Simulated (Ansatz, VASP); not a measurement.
## Ga in VASP and in Ansatz

Contents of INCAR:

```
SYSTEM = Ga
PREC = Accurate
ENCUT = 500
EDIFF = 1E-6
ISMEAR = 0
SIGMA = 0.15
LREAL = .False.
LASPH = .True.
NELM = 120
ALGO = Normal
ISIF = 2
LWAVE = .False.
LCHARG = .False.
GGA = PE
IVDW = 12
NBANDS = 12
GGA_COMPAT = .False.
```

The input KPOINTS:

```
Automatic mesh
0
Gamma
  24 24 24
  0 0 0
```

POSCAR

```
Ga
1.0
   -1.4040000000      1.4040000000      2.2290000000
    1.4040000000     -1.4040000000      2.2290000000
    1.4040000000      1.4040000000     -2.2290000000
Ga
1
Direct
    0.0000000000      0.0000000000      0.0000000000
```

Input for Ansatz:

```yaml
crystal:
  lattice:
    - [-1.404, 1.404, 2.229]
    - [1.404, -1.404, 2.229]
    - [1.404, 1.404, -2.229]
  atoms:
    - { symbol: Ga, position: [0.0, 0.0, 0.0] }
basis:
  ecutwfc: 420
kpoints:
  mp_grid: { grid: [24, 24, 24] }
hamiltonian:
  xc: pbe
  dispersion: d3bj
scf:
  occupations: { method: gaussian, width: 0.15 }
output:
  forces: true
  stress: true
  eigenvalues: true
```

Alike in both runs: task single point; functional PBE; dispersion D3(BJ); k mesh 24 × 24 × 24; occupations gaussian, width 0.15 eV; no spin polarisation.

|  | VASP | Ansatz |
| --- | --- | --- |
| version | VASP 6.6.1 | Ansatz 0.2.0 |
| potentials or method | VASP PAW PBE potentials, release 64 (Ga_d), cutoff 500 eV | scalar-relativistic, plane waves, PAW |
| valence electrons in the cell | 13 | 13 |

Ansatz gave:

| Quantity | Value |
| --- | --- |
| gap on the k mesh at the Fermi level (eV) | none |
| pressure (GPa) | 1.2 |
| traceless stress, the component that is largest in VASP (GPa) | -0.16 |

Task: Which values does VASP return?

Result: gap on the k mesh at the Fermi level (eV): none; pressure (GPa): 1.3; traceless stress, the component that is largest in VASP (GPa): -0.18.

A gap of «none» marks a metal or a gap that the smearing closes.
